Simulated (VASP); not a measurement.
# Mg (Pm-3n) in VASP: a series of runs, part 2 of 2

VASP 6.6.1.

### Step 4. Relaxation of cell and atoms, PBE

This run uses another cell than the first one, of 23.24 Å³/atom.

INCAR reads:

```
SYSTEM = Mg
PREC = Accurate
ENCUT = 600
EDIFF = 1E-7
ISMEAR = -1
SIGMA = 0.1
LREAL = .False.
LASPH = .True.
NELM = 60
ALGO = Normal
ISIF = 3
LWAVE = .False.
LCHARG = .False.
GGA = PE
IBRION = 2
NSW = 80
EDIFFG = -0.01
```

KPOINTS reads:

```
regular mesh
0
Gamma
  5 5 5
  0 0 0
```

POSCAR reads:

```
Mg
1.0
    5.7071978321      0.0000000000      0.0000000000
    0.0000000000      5.7071978321      0.0000000000
    0.0000000000      0.0000000000      5.7071978321
Mg
8
Direct
    0.0000000000      0.0000000000      0.0000000000
    0.5000000000      0.5000000000      0.5000000000
    0.2500000000      0.0000000000      0.5000000000
    0.7500000000      0.0000000000      0.5000000000
    0.5000000000      0.2500000000      0.0000000000
    0.5000000000      0.7500000000      0.0000000000
    0.0000000000      0.5000000000      0.2500000000
    0.0000000000      0.5000000000      0.7500000000
```

Potentials or basis: VASP PAW PBE potentials, release 64 (Mg).

On the command line:

```bash
> cat potpaw_PBE.64/Mg/POTCAR > POTCAR
> mpirun -np 1 vasp_std > vasp.out
```

OUTCAR:

```text
SYSTEM = Mg
   PREC = Accurate
   ENCUT = 600
   EDIFF = 1E-7
   ISMEAR = -1
   LREAL = .False.
   LASPH = .True.
   NELM = 60
   ISIF = 3
   GGA = PE
   IBRION = 2
   NSW = 80
   EDIFFG = -0.01

 ion  position               nearest neighbor table
   1  0.000  0.000  0.000-   3 3.19   4 3.19   5 3.19   6 3.19   7 3.19   8 3.19   3 3.19   4 3.19
                             7 3.19   8 3.19   5 3.19   6 3.19
   2  0.500  0.500  0.500-   3 3.19   4 3.19   5 3.19   6 3.19   7 3.19   8 3.19   5 3.19   6 3.19
                             3 3.19   4 3.19   7 3.19   8 3.19
   3  0.250  0.000  0.500-   4 2.85   4 2.85   1 3.19   1 3.19   2 3.19   2 3.19   5 3.49   6 3.49
                             6 3.49   5 3.49   8 3.49   7 3.49   8 3.49   7 3.49
   4  0.750  0.000  0.500-   3 2.85   3 2.85   1 3.19   1 3.19   2 3.19   2 3.19   5 3.49   6 3.49
                             6 3.49   5 3.49   8 3.49   7 3.49   8 3.49   7 3.49
   5  0.500  0.250  0.000-   6 2.85   6 2.85   1 3.19   2 3.19   2 3.19   1 3.19   3 3.49   4 3.49
                             3 3.49   4 3.49   8 3.49   7 3.49   7 3.49   8 3.49
   6  0.500  0.750  0.000-   5 2.85   5 2.85   1 3.19   2 3.19   2 3.19   1 3.19   3 3.49   4 3.49
                             3 3.49   4 3.49   8 3.49   7 3.49   7 3.49   8 3.49
[... 401 lines left out ...]
      9       5.6374      0.00000
     10       5.6389      0.00000
     11       5.6389      0.00000
     12       6.2803      0.00000
     13       6.2812      0.00000

------------------------ aborting loop because EDIFF is reached ----------------------------------------

  FORCE on cell =-STRESS in cart. coord.  units (eV):
  Direction    XX          YY          ZZ          XY          YZ          ZX
  --------------------------------------------------------------------------------------
  -------------------------------------------------------------------------------------
  Total        0.0717330      0.0717330      0.0717330     -0.0000000     -0.0000000     -0.0000000
  in kB        0.6152166      0.6152166      0.6152166     -0.0000000     -0.0000000     -0.0000000
  external PRESSURE =       0.6152166 kB  Pullay stress =       0.0000000 kB

 VOLUME and BASIS-vectors are now :
 -----------------------------------------------------------------------------
  energy-cutoff  :      600.00
  volume of cell :      186.81
      direct lattice vectors                 reciprocal lattice vectors
     5.716549053  0.000000000 -0.000000000     0.174930713  0.000000000  0.000000000
    -0.000000000  5.716549053 -0.000000000    -0.000000000  0.174930713 -0.000000000
    -0.000000000  0.000000000  5.716549053     0.000000000  0.000000000  0.174930713

 POSITION                                       TOTAL-FORCE (eV/Angst)
 -----------------------------------------------------------------------------------
     -0.00000      5.71655     -0.00000         0.000000      0.000000      0.000000
      2.85827      2.85827      2.85827         0.000000      0.000000      0.000000
      1.42914      5.71655      2.85827         0.000000      0.000000      0.000000
      4.28741      0.00000      2.85827        -0.000000     -0.000000     -0.000000
      2.85827      1.42914      5.71655         0.000000      0.000000     -0.000000
      2.85827      4.28741      5.71655        -0.000000      0.000000     -0.000000
     -0.00000      2.85827      1.42914         0.000000      0.000000      0.000000
      5.71655      2.85827      4.28741        -0.000000     -0.000000      0.000000
 -----------------------------------------------------------------------------------
    total drift:                                0.000000      0.000000      0.000000

  FREE ENERGIE OF THE ION-ELECTRON SYSTEM (eV)
  ---------------------------------------------------
  free  energy   TOTEN  =       -11.7327350985 eV

  energy  without entropy=      -11.6232366513  energy(sigma->0) =      -11.67798587

 reached required accuracy - stopping structural energy minimisation
```

CONTCAR:

```text
Mg
   1.00000000000000
     5.7165490532299099    0.0000000000000000   -0.0000000000000000
    -0.0000000000000000    5.7165490532299099   -0.0000000000000000
    -0.0000000000000000    0.0000000000000000    5.7165490532299099
  Mg
     8
Direct
     0.0000000000000000    1.0000000000000000    0.0000000000000000
     0.5000000000000000    0.5000000000000000    0.5000000000000000
     0.2500000000000000    1.0000000000000000    0.5000000000000000
     0.7500000000000000    0.0000000000000000    0.5000000000000000
     0.5000000000000000    0.2500000000000000    1.0000000000000000
     0.5000000000000000    0.7500000000000000    1.0000000000000000
     0.0000000000000000    0.5000000000000000    0.2500000000000000
     1.0000000000000000    0.5000000000000000    0.7500000000000000

  0.00000000E+00  0.00000000E+00  0.00000000E+00
  0.00000000E+00  0.00000000E+00  0.00000000E+00
  0.00000000E+00  0.00000000E+00  0.00000000E+00
  0.00000000E+00  0.00000000E+00  0.00000000E+00
  0.00000000E+00  0.00000000E+00  0.00000000E+00
  0.00000000E+00  0.00000000E+00  0.00000000E+00
  0.00000000E+00  0.00000000E+00  0.00000000E+00
  0.00000000E+00  0.00000000E+00  0.00000000E+00
```

It took 81 s on 1 thread of Intel Xeon 8259CL, shared host; peak memory 0.32 GiB.

What came out:

| Quantity | Value |
| --- | --- |
| Free energy | -11.7327 eV |
| Relaxed volume | 23.35 Å³/atom |
| Relaxed cell | a = 5.717 Å, b = 5.717 Å, c = 5.717 Å, α = 90.00°, β = 90.00°, γ = 90.00° |
| Space group after relaxing (to 0.1 Å) | Pm-3n (No. 223) |
| Energy gained by relaxing | 0.1 meV/atom |
| Ionic steps | 2 |
| Pressure after relaxing | 0.1 GPa |
| Band gap on the k mesh | zero (bands 8 and 9 overlap by 2.19 eV) |

Step by step:
```
step  energy change (eV)  largest force (eV/Å)  pressure (GPa)  volume (Å³)
   1              0.0000                0.0000            0.23       185.90
   2             -0.0008                0.0000            0.06       186.81
```

Final structure:
```
Mg
1.0
     5.71655    0.00000    0.00000
     0.00000    5.71655    0.00000
     0.00000    0.00000    5.71655
Mg
8
Direct
  0.00000 0.00000 0.00000
  0.50000 0.50000 0.50000
  0.25000 0.00000 0.50000
  0.75000 0.00000 0.50000
  0.50000 0.25000 0.00000
  0.50000 0.75000 0.00000
  0.00000 0.50000 0.25000
  0.00000 0.50000 0.75000
```

### Step 5. Overview

| task | cell | k mesh | cutoff (eV) | gap on the mesh (eV) | pressure (GPa) |
| --- | --- | --- | --- | --- | --- |
| single point | a = 5.725 Å, 8 atoms | 5 × 5 × 5 | 520 | none | -0.1 |
| single point | a = 5.725 Å, 8 atoms | 6 × 6 × 6 | 520 | none | -0.1 |
| relaxation of cell and atoms | relaxed from a = 5.707 Å, 8 atoms | 5 × 5 × 5 | 600 | none | 0.1 |

Alike in all rows: level PBE; potentials or basis VASP PAW PBE potentials, release 64 (Mg); no spin polarisation; smearing fermi-dirac 0.1 eV.

Absolute energies hang on the potentials; compare differences alone.
